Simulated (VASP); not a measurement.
# SnO2 (C222_1) in VASP: further runs

The runs below take SnO2 through single point, with PBE+D3(BJ).

Program: VASP 6.6.1. These are calculated values, not measurements. Logs are shortened: lines on timing, memory, paths and dates and some standing lists are left out, and cuts for length are marked.

### Step 1. The cell of the first run

It takes space group C222_1 (No. 20, orthorhombic). Conventional cell: a = 3.265 Å, b = 5.655 Å, c = 10.509 Å, α = 90.00°, β = 90.00°, γ = 90.00°. Sn (site symmetry 2) has 6 O at 2.14 to 2.15 Å within 2.8 Å. Within 2.8 Å of O (site symmetry 1) lie 3 Sn at 2.14 to 2.15 Å and 3 O at 2.79 Å.

### Step 2. Single point, PBE+D3(BJ) (atoms displaced along a vibrational mode, the cell strained)

The input, INCAR:

```
SYSTEM = SnO2
  PREC = Accurate
  ENCUT = 520
  EDIFF = 1E-6
  ISMEAR = 0
  SIGMA = 0.05
  LREAL = .FALSE.
  LASPH = .TRUE.
  NELM = 60
  ALGO = Normal
  ISIF = 2
  LWAVE = .FALSE.
  LCHARG = .FALSE.
  GGA = PE
  IVDW = 12
  NBANDS = 35
```

The input, KPOINTS:

```
Automatic mesh
0
G
  12 12 4
  0 0 0
```

The input, POSCAR:

```
SnO2
1.0
    3.2649193715      0.0000000000      0.0000000000
   -1.6324596857      2.8275031170      0.0000000000
    0.0000000000      0.0000000000     10.5092995661
Sn O
2 4
Direct
   -0.1949774738      0.0000000000      0.5000000000
    0.1949774738      0.0000000000      0.0000000000
    0.4692382690      0.3333333333      0.4018520904
    0.8640950643      0.3333333333      0.0981479096
    0.1359049357      0.6666666667      0.5981479096
    0.5307617310      0.6666666667      0.9018520904
```

Potentials or basis: VASP PAW PBE potentials, release 64 (Sn_d, O).

On the command line:

```
$ cat potpaw_PBE.64/Sn_d/POTCAR potpaw_PBE.64/O/POTCAR > POTCAR
$ mpirun -np 1 vasp_std > vasp.out
```

OUTCAR:

```text
SYSTEM = SnO2
   PREC = Accurate
   ENCUT = 520
   EDIFF = 1E-6
   ISMEAR = 0
   LREAL = .FALSE.
   LASPH = .TRUE.
   NELM = 60
   ISIF = 2
   GGA = PE
   IVDW = 12
 IVDW          = 12

 ion  position               nearest neighbor table
   1  0.805  0.000  0.500-   5 2.14   3 2.14   5 2.15   3 2.15   3 2.15   5 2.15
   2  0.195  0.000  0.000-   4 2.14   6 2.14   4 2.15   6 2.15   6 2.15   4 2.15
   3  0.469  0.333  0.402-   1 2.14   1 2.15   1 2.15
   4  0.864  0.333  0.098-   2 2.14   2 2.15   2 2.15
   5  0.136  0.667  0.598-   1 2.14   1 2.15   1 2.15
   6  0.531  0.667  0.902-   2 2.14   2 2.15   2 2.15

  LATTYP: Found a hexagonal cell.
 ALAT       =     3.2649193715
 C/A-ratio  =     3.2188542412

  Lattice vectors:

 A1 = (   3.2649193715,   0.0000000000,   0.0000000000)
 A2 = (  -1.6324596857,   2.8275031170,   0.0000000000)
 A3 = (   0.0000000000,   0.0000000000,  10.5092995661)

Analysis of symmetry for initial positions (statically):
=====================================================================
 Subroutine PRICEL returns:
 Original cell was already a primitive cell.

 Routine SETGRP: Setting up the symmetry group for a
 hexagonal supercell.

 Subroutine GETGRP returns: Found  4 space group operations
 (whereof  2 operations were pure point group operations)
 out of a pool of 24 trial point group operations.

The static configuration has the point symmetry C_2 .
 The point group associated with its full space group is D_2 .

Analysis of symmetry for dynamics (positions and initial velocities):
=====================================================================
 Subroutine PRICEL returns:
 Original cell was already a primitive cell.

 Routine SETGRP: Setting up the symmetry group for a
 hexagonal supercell.

 Subroutine GETGRP returns: Found  4 space group operations
 (whereof  2 operations were pure point group operations)
 out of a pool of 24 trial point group operations.

The dynamic configuration has the point symmetry C_2 .
 The point group associated with its full space group is D_2 .

 Subroutine INISYM returns: Found  4 space group operations
 (whereof  2 operations are pure point group operations),
 and found     1 'primitive' translations

----------------------------------------------------------------------------------------

                                     Primitive cell

  volume of cell :      97.0173

  direct lattice vectors                    reciprocal lattice vectors
     3.264919372  0.000000000  0.000000000     0.306286277  0.176834465  0.000000000
    -1.632459686  2.827503117  0.000000000     0.000000000  0.353668929  0.000000000
     0.000000000  0.000000000 10.509299566     0.000000000  0.000000000  0.095153820

  length of vectors
     3.264919372  3.264919371 10.509299566     0.353668929  0.353668929  0.095153820

  position of ions in fractional coordinates (direct lattice)
     0.805022526  0.000000000  0.500000000
     0.194977474  0.000000000  0.000000000
     0.469238269  0.333333333  0.401852090
     0.864095064  0.333333333  0.098147910
     0.135904936  0.666666667  0.598147910
     0.530761731  0.666666667  0.901852090

  ion indices of the primitive-cell ions
   primitive index   ion index
                 1           1
                 2           2
                 3           3
                 4           4
                 5           5
                 6           6

----------------------------------------------------------------------------------------

 KPOINTS: Automatic mesh

Automatic generation of k-mesh.
 Grid dimensions read from file:
 generate k-points for:   12   12    4

 Generating k-lattice:

  Cartesian coordinates                     Fractional coordinates (reciprocal lattice)
     0.025523856  0.014736205  0.000000000     0.083333333  0.000000000  0.000000000
     0.000000000  0.029472411  0.000000000     0.000000000  0.083333333  0.000000000
     0.000000000  0.000000000  0.023788455     0.000000000  0.000000000  0.250000000

  Length of vectors
     0.029472411  0.029472411  0.023788455

  Shift w.r.t. Gamma in fractional coordinates (k-lattice)
     0.000000000  0.000000000  0.000000000

 Subroutine IBZKPT returns following result:
 ===========================================

 Found    129 irreducible k-points:

 Following reciprocal coordinates:
            Coordinates               Weight
  0.000000  0.000000  0.000000      1.000000
  0.083333 -0.000000  0.000000      4.000000
  0.000000  0.083333  0.000000      2.000000
  0.166667 -0.000000  0.000000      4.000000
  0.000000  0.166667  0.000000      2.000000
  0.250000  0.000000  0.000000      4.000000
[... 16 lines left out ...]
 -0.083333  0.416667  0.000000      4.000000
 -0.416667  0.333333  0.000000      4.000000
 [... further k-points ...]
   k-points           NKPTS =    129   k-points in BZ     NKDIM =    129   number of bands    NBANDS=     35
   number of dos      NEDOS =    301   number of ions     NIONS =      6
   total plane-waves  NPLWV =  46080
   dimension x,y,z NGX =    24 NGY =   24 NGZ =   80
   dimension x,y,z NGXF=    48 NGYF=   48 NGZF=  160
   ions per type =               2   4
   NGX,Y,Z   is equivalent  to a cutoff of  12.22, 12.22, 12.66 a.u.
   NGXF,Y,Z  is equivalent  to a cutoff of  24.44, 24.44, 25.31 a.u.
 SYSTEM =  SnO2
   PREC   = accura    normal or accurate (medium, high low for compatibility)
   ISTART =      0    job   : 0-new  1-cont  2-samecut
   ICHARG =      2    charge: 1-file 2-atom 10-const
   ISPIN  =      1    spin polarized calculation?
   LNONCOLLINEAR =      F non collinear calculations
   LSORBIT =      F    spin-orbit coupling
   LASPH  =      T    aspherical Exc in radial PAW
   ENCUT  =  520.0 eV  38.22 Ry    6.18 a.u.   6.07  6.07 19.54*2*pi/ulx,y,z
   NELM   =     60;   NELMIN=  2; NELMDL= -5     # of ELM steps
   EDIFF  = 0.1E-05   stopping-criterion for ELM
   LREAL  =      F    real-space projection
   EDIFFG = 0.1E-04   stopping-criterion for IOM
   NSW    =      0    number of steps for IOM
   IBRION =     -1    ionic relax: 0-MD 1-quasi-New 2-CG
   NFREE  =      0    steps in history (QN), initial steepest desc. (CG)
   ISIF   =      2    stress and relaxation
   ISYM   =      2    0-nonsym 1-usesym 2-fastsym
   POTIM  = 0.5000    time-step for ionic-motion
   TEBEG  =    0.0;   TEEND  =   0.0 temperature during run
   PSTRESS=    0.0 pullay stress
   NELECT =      52.0000    total number of electrons
   NUPDOWN=      -1.0000    fix difference up-down
   EMIN   =  10.00;   EMAX   =-10.00  energy-range for DOS
   EFERMI =   0.00;   METHOD = LEGACY
   ISMEAR =     0;   SIGMA  =   0.05  broadening in eV -4-tet -1-fermi 0-gaus
   EFERMI_NEDOS =   21; number of points for ismear=-14 and -15
   IALGO  =     38    algorithm
   IMIX   =      4    mixing-type and parameters
     AMIX     =   0.40;   BMIX     =  1.00
     AMIX_MAG =   1.60;   BMIX_MAG =  1.00
  volume/ion in A,a.u.               =      16.17       109.12
  Fermi-wavevector in a.u.,A,eV,Ry     =   1.329820  2.512995 24.060829  1.768421
  Thomas-Fermi vector in A             =   2.458953
   LORBIT       =      0    0 simple, 1 ext, 2 COOP (PROOUT), +10 PAW based schemes
   GGA     = PE    functional components
   LHFCALC =     F    Hartree Fock is set to
   AEXX    =    0.0000 exact exchange contribution
   IVDW    =    12    specifies the selected vdW correction
   LEPSILON=     F    determine dielectric tensor
   LRPA    =     F    only Hartree local field effects (RPA)
 non-spin polarized calculation
 Gauss-broadening in eV      SIGMA  =   0.05
  energy-cutoff  :      520.00
  volume of cell :       97.02
 maximum number of plane-waves:      2646
   NGX = 13   NGY = 13   NGZ = 39

 number of electron      51.9999990 magnetization

 Free energy of the ion-electron system (eV)
  ---------------------------------------------------
  ext. energy  EPLUGINS =         0.00000000
  ---------------------------------------------------
  free energy    TOTEN  =       -36.33266905 eV

  energy without entropy =      -36.33266905  energy(sigma->0) =      -36.33266905

 E-fermi :   2.3644     XC(G=0):  -9.3117

 val. band max:        2.1509714646   @ k =  -0.1667   0.4167   0.0000
 cond. band min:       4.0301546034   @ k =   0.0000   0.0000   0.0000
 fundamental gap:      1.8791831389
 Fermi energy:         2.3644366096

 k-point     1 :       0.0000    0.0000    0.0000
  band No.  band energies     occupation
      1     -17.8545      2.00000
      2     -17.8544      2.00000
      3     -17.6819      2.00000
      4     -17.6819      2.00000
      5     -17.6816      2.00000
      6     -17.6816      2.00000
[... 27 lines left out ...]
     34      12.9801      0.00000
     35      13.0085      0.00000

 k-point     2 :       0.0833   -0.0000    0.0000
  band No.  band energies     occupation
      1     -17.8348      2.00000
      2     -17.8347      2.00000
      3     -17.7271      2.00000
      4     -17.7268      2.00000
      5     -17.6691      2.00000
      6     -17.6691      2.00000
[... 27 lines left out ...]
     34      13.1223      0.00000
     35      13.1278      0.00000

 k-point     3 :       0.0000    0.0833    0.0000
  band No.  band energies     occupation
      1     -17.8349      2.00000
      2     -17.8348      2.00000
      3     -17.7275      2.00000
      4     -17.7271      2.00000
      5     -17.6688      2.00000
      6     -17.6688      2.00000
[... 27 lines left out ...]
     34      13.0923      0.00000
     35      13.1532      0.00000
[... 723 lines left out ...]
 k-point    23 :      -0.0833    0.4167    0.0000
  band No.  band energies     occupation
      1     -18.2537      2.00000
      2     -18.2513      2.00000
      3     -17.6713      2.00000
      4     -17.6711      2.00000
      5     -17.6326      2.00000
      6     -17.6325      2.00000
[... 27 lines left out ...]
     34      13.7010      0.00000
     35      13.7732      0.00000

 k-point    24 :      -0.4167    0.3333    0.0000
  band No.  band energies     occupation
      1     -18.2527      2.00000
      2     -18.2515      2.00000
      3     -17.6716      2.00000
      4     -17.6714      2.00000
      5     -17.6330      2.00000
      6     -17.6329      2.00000
[... 27 lines left out ...]
     34      13.7004      0.00000
     35      13.8294      0.00000

 [... further k-points ...]

------------------------ aborting loop because EDIFF is reached ----------------------------------------

 Edisp (eV)   -0.93709

 E8    (eV) :    -0.3666

  FORCE on cell =-STRESS in cart. coord.  units (eV):
  Direction    XX          YY          ZZ          XY          YZ          ZX
  --------------------------------------------------------------------------------------
  -------------------------------------------------------------------------------------
  Total      -3.77286    -3.94721    -2.66515    -0.00000     0.00000     0.00000
  in kB     -62.30628   -65.18553   -44.01322    -0.00000     0.00000     0.00000
  external pressure =      -57.17 kB  Pullay stress =        0.00 kB

 VOLUME and BASIS-vectors are now :
 -----------------------------------------------------------------------------
  energy-cutoff  :      520.00
  volume of cell :       97.02
      direct lattice vectors                 reciprocal lattice vectors
     3.264919372  0.000000000  0.000000000     0.306286277  0.176834465  0.000000000
    -1.632459686  2.827503117  0.000000000     0.000000000  0.353668929  0.000000000
     0.000000000  0.000000000 10.509299566     0.000000000  0.000000000  0.095153820

 POSITION                                       TOTAL-FORCE (eV/Angst)
 -----------------------------------------------------------------------------------
      2.62833      0.00000      5.25465        -0.093833      0.000000     -0.000000
      0.63659      0.00000      0.00000         0.093833      0.000000     -0.000000
      0.98787      0.94250      4.22318         0.030218     -0.006743      0.412820
      2.27705      0.94250      1.03147        -0.030218     -0.006743     -0.412820
     -0.64459      1.88500      6.28612         0.030218      0.006743     -0.412820
      0.64459      1.88500      9.47783        -0.030218      0.006743      0.412820
 -----------------------------------------------------------------------------------
    total drift:                                0.000000      0.000000     -0.000000

  FREE ENERGIE OF THE ION-ELECTRON SYSTEM (eV)
  ---------------------------------------------------
  free  energy   TOTEN  =       -37.2697603458 eV

  energy  without entropy=      -37.2697603458  energy(sigma->0) =      -37.26976035
```

Run time: 3 min. Hardware: 1 thread of AMD EPYC 9R45 (Zen 5), shared host; peak memory 0.42 GiB.

What came out:

```yaml
Free_energy: -37.2698 eV
Pressure: -5.7 GPa
Largest_force: 0.414 eV/Å
Band_gap_on_the_k_mesh: 1.88 eV (least direct gap 2.14 eV)
Dispersion_energy_per_atom: -0.156 eV
```

Forces on the atoms (eV/Å):
```
Sn  -0.094  0.000  0.000
Sn   0.094  0.000  0.000
O    0.030 -0.007  0.413
O   -0.030 -0.007 -0.413
O    0.030  0.007 -0.413
O   -0.030  0.007  0.413
```

Stress tensor (GPa, compression positive):
```
-6.23  0.00  0.00
 0.00 -6.52  0.00
 0.00  0.00 -4.40
```

Caveat: the cell differs from its parent crystal (atoms displaced along a vibrational mode, the cell strained); the cell stands under tension; spin-orbit coupling is left out, which moves the levels of the heavy elements. A k mesh can miss the band edges.

### Step 3. Single point, PBE+D3(BJ) (atoms displaced along a vibrational mode, the cell strained)

The input, INCAR:

```
SYSTEM = SnO2
ALGO = Normal
EDIFF = 1E-6
ENCUT = 520
GGA = PE
ISIF = 2
ISMEAR = 0
IVDW = 12
LASPH = .TRUE.
LCHARG = .TRUE.
LELF = .TRUE.
LREAL = .FALSE.
LVHAR = .TRUE.
LWAVE = .FALSE.
NBANDS = 35
NELM = 80
PREC = Accurate
SIGMA = 0.05
```

The input, KPOINTS:

```
k-points
0
G
  12 12 4
  0 0 0
```

The input, POSCAR:

```
SnO2
1.0
    3.2649193715      0.0000000000      0.0000000000
   -1.6324596857      2.8275031170      0.0000000000
    0.0000000000      0.0000000000     10.5092995661
Sn O
2 4
Direct
   -0.1299952337      0.0000000000      0.5000000000
    0.1299952337      0.0000000000      0.0000000000
    0.5350373549      0.3333333333      0.4018520904
    0.7982959785      0.3333333333      0.0981479096
    0.2017040215      0.6666666667      0.5981479096
    0.4649626451      0.6666666667      0.9018520904
```

Potentials or basis: VASP PAW PBE potentials, release 64 (Sn_d, O).

On the command line:

```
$ cat potpaw_PBE.64/Sn_d/POTCAR potpaw_PBE.64/O/POTCAR > POTCAR
$ mpirun -np 1 vasp_std > vasp.out
```

OUTCAR:

```text
SYSTEM = SnO2
   EDIFF = 1E-6
   ENCUT = 520
   GGA = PE
   ISIF = 2
   ISMEAR = 0
   IVDW = 12
   LASPH = .TRUE.
   LREAL = .FALSE.
   NELM = 80
   PREC = Accurate
 IVDW          = 12

 ion  position               nearest neighbor table
   1  0.870  0.000  0.500-   5 2.14   3 2.14   3 2.15   5 2.15   3 2.15   5 2.15
   2  0.130  0.000  0.000-   4 2.14   6 2.14   6 2.15   4 2.15   6 2.15   4 2.15
   3  0.535  0.333  0.402-   1 2.14   1 2.15   1 2.15
[... 1127 lines left out ...]
  --------------------------------------------------------------------------------------
  -------------------------------------------------------------------------------------
  Total      -3.85612    -3.96218    -2.42926    -0.00000     0.00000     0.00000
  in kB     -63.68134   -65.43274   -40.11769    -0.00000     0.00000     0.00000
  external pressure =      -56.41 kB  Pullay stress =        0.00 kB

 VOLUME and BASIS-vectors are now :
 -----------------------------------------------------------------------------
  energy-cutoff  :      520.00
  volume of cell :       97.02
      direct lattice vectors                 reciprocal lattice vectors
     3.264919372  0.000000000  0.000000000     0.306286277  0.176834465  0.000000000
    -1.632459686  2.827503117  0.000000000     0.000000000  0.353668929  0.000000000
     0.000000000  0.000000000 10.509299566     0.000000000  0.000000000  0.095153820

 POSITION                                       TOTAL-FORCE (eV/Angst)
 -----------------------------------------------------------------------------------
      2.84050      0.00000      5.25465        -0.064705      0.000000     -0.000000
      0.42442      0.00000      0.00000         0.064705      0.000000     -0.000000
      1.20270      0.94250      4.22318         0.005470     -0.004229      0.425803
      2.06222      0.94250      1.03147        -0.005470     -0.004229     -0.425803
     -0.42976      1.88500      6.28612         0.005470      0.004229     -0.425803
      0.42976      1.88500      9.47783        -0.005470      0.004229      0.425803
 -----------------------------------------------------------------------------------
    total drift:                               -0.000000      0.000000      0.000000

  FREE ENERGIE OF THE ION-ELECTRON SYSTEM (eV)
  ---------------------------------------------------
  free  energy   TOTEN  =       -37.2502502742 eV

  energy  without entropy=      -37.2502502742  energy(sigma->0) =      -37.25025027
```

OSZICAR:

```text
N       E                     dE             d eps       ncg     rms          rms(c)
DAV:   1     0.637344255156E+03    0.63734E+03   -0.24780E+04  9718   0.210E+03
DAV:   2     0.615470584523E+02   -0.57580E+03   -0.54423E+03  9985   0.579E+02
DAV:   3    -0.368323274370E+02   -0.98379E+02   -0.96622E+02 10163   0.205E+02
DAV:   4    -0.420280059005E+02   -0.51957E+01   -0.51608E+01 11350   0.527E+01
DAV:   5    -0.421599840805E+02   -0.13198E+00   -0.13178E+00 10708   0.877E+00    0.148E+01
DAV:   6    -0.362771553193E+02    0.58828E+01   -0.17770E+01 14212   0.653E+01    0.611E+00
DAV:   7    -0.363513452676E+02   -0.74190E-01   -0.21637E+00  9726   0.863E+00    0.314E+00
DAV:   8    -0.363182524594E+02    0.33093E-01   -0.20082E-01 13753   0.359E+00    0.959E-01
DAV:   9    -0.363116845909E+02    0.65679E-02   -0.32778E-02 13684   0.247E+00    0.146E-01
DAV:  10    -0.363132200696E+02   -0.15355E-02   -0.63551E-03 11773   0.833E-01    0.828E-02
DAV:  11    -0.363132590102E+02   -0.38941E-04   -0.79827E-04 14673   0.322E-01    0.282E-02
DAV:  12    -0.363132728924E+02   -0.13882E-04   -0.68254E-05 11025   0.670E-02    0.152E-02
DAV:  13    -0.363132715590E+02    0.13334E-05   -0.96623E-06 12404   0.217E-02    0.261E-03
DAV:  14    -0.363132714467E+02    0.11237E-06   -0.47478E-07  6864   0.784E-03
   1 F= -.37250250E+02 E0= -.37250250E+02  d E =-.395408E-17
```

Wall time 2.9 min (1 thread of AMD EPYC 9R45 (Zen 5), shared host); peak memory 0.42 GiB.

Results:

| Item | Value |
| --- | --- |
| Free energy | -37.2503 eV |
| Pressure | -5.6 GPa |
| Largest force | 0.426 eV/Å |
| Band gap on the k mesh | 1.83 eV (least direct gap 2.11 eV) |
| Dispersion energy per atom | -0.156 eV |

Forces in eV/Å, atoms in the order of the input:
```
Sn  -0.065  0.000  0.000
Sn   0.065  0.000  0.000
O    0.005 -0.004  0.426
O   -0.005 -0.004 -0.426
O    0.005  0.004 -0.426
O   -0.005  0.004  0.426
```

Caveat: the cell differs from its parent crystal (atoms displaced along a vibrational mode, the cell strained); the cell stands under tension; spin-orbit coupling is left out, which moves the levels of the heavy elements.
